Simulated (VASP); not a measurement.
**MgTl2: single point with PBE**

The system is MgTl2.

```xyz
6
Lattice="0.0000 4.2635 4.2635 4.2635 0.0000 4.2635 4.2635 4.2635 0.0000" Properties=species:S:1:pos:R:3 pbc="T T T"
Mg    0.0000    0.0000    0.0000
Mg    2.1318    2.1318    2.1318
Tl    5.3294    5.3294    5.3294
Tl    5.3294    3.1977    3.1977
Tl    3.1977    3.1977    5.3294
Tl    3.1977    5.3294    3.1977
```

```
Program             : VASP 6.6.1
Task                : single point
Functional          : PBE
Potentials or basis : VASP PAW PBE potentials, release 64 (Mg, Tl_d)
Cutoff              : 520 eV
k mesh              : 4 × 4 × 4
Occupations         : gaussian, width 0.1 eV
Spin                : no spin polarisation
```

```json
{"Pressure": "7.5 GPa", "Band gap on the k mesh": "zero (bands 28 and 29 overlap by 2.39 eV)"}
```

Levels at points of the mesh, in eV from the Fermi level:
```csv
k point,band 24,band 25,band 26,band 27,band 28,band 29,band 30,band 31,band 32,band 33
"(0.00, 0.00, 0.00)",-3.32,-3.29,-1.74,-1.74,-1.74,-0.78,0.29,0.29,1.64,2.12
"(0.50, 0.00, 0.00)",-4.01,-3.25,-1.44,-1.44,-0.10,1.09,2.30,2.30,2.48,2.48
"(0.50, 0.50, 0.00)",-4.90,-3.03,-3.03,1.61,1.61,2.56,2.56,3.12,3.12,3.53
```

Run time: 27 s on 1 thread of Intel(R) Xeon(R) 6975P-C (Granite Rapids), with other jobs on the host, peak memory 0.32 GiB.

Caveat: the cell stands under pressure; spin-orbit coupling is left out, which moves the levels of the heavy elements.
